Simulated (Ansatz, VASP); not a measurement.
## One calculation of CdTe, two programs

File INCAR:

```
SYSTEM = CdTe
PREC = Accurate
ENCUT = 520
EDIFF = 1E-7
ISMEAR = 0
SIGMA = 0.02
LREAL = .FALSE.
LASPH = .TRUE.
NELM = 60
ALGO = Normal
ISIF = 2
LWAVE = .FALSE.
LCHARG = .FALSE.
GGA = PE
NBANDS = 16
```

File KPOINTS:

```
Automatic mesh
0
G
  10 10 10
  0 0 0
```

The input POSCAR:

```
CdTe
1.0
    0.0000000000      3.1905353690      3.1905353690
    3.1905353690      0.0000000000      3.1905353690
    3.1905353690      3.1905353690      0.0000000000
Cd Te
1 1
Direct
    0.0000000000      0.0000000000      0.0000000000
    0.2500000000      0.2500000000      0.2500000000
```

Input for Ansatz:

```yaml
crystal:
  lattice:
    - [0.0, 3.190535369, 3.190535369]
    - [3.190535369, 0.0, 3.190535369]
    - [3.190535369, 3.190535369, 0.0]
  atoms:
    - { symbol: Cd, position: [0.0, 0.0, 0.0] }
    - { symbol: Te, position: [0.25, 0.25, 0.25] }
basis:
  ecutwfc: 420
kpoints:
  mp_grid: { grid: [10, 10, 10] }
  band_path: { path: [VBM, CBM], npoints: 2 }
hamiltonian:
  xc: pbe
scf:
  occupations: { method: gaussian, width: 0.02 }
output:
  forces: true
  stress: true
  eigenvalues: true
checkpoint:
  read: start.run
  write: ck
  compress: false
  write_wavefunctions: false
  write_every: 100000
```

Alike in both runs: task single point; functional PBE; k mesh 10 × 10 × 10; occupations gaussian, width 0.02 eV; no spin polarisation.

```csv
,VASP,Ansatz
version,VASP 6.6.1,Ansatz 0.2.0
potentials or method,"VASP PAW PBE potentials, release 64 (Cd, Te), cutoff 520 eV","scalar-relativistic, plane waves, PAW"
valence electrons in the cell,18,36
```

|  | VASP | Ansatz | Ansatz less VASP |
| --- | --- | --- | --- |
| gap on the k mesh at the Fermi level (eV) | 0.92 | 0.92 | -0.001 |
| least direct gap on the mesh (eV) | 0.92 | 0.92 | -0.001 |
| pressure (GPa) | 5.2 | 5.0 | -0.16 |

VASP's potentials hold 18 valence electrons a cell and Ansatz's 36, so a difference there can come from the potentials and not from the codes.

Spin-orbit coupling is off throughout.
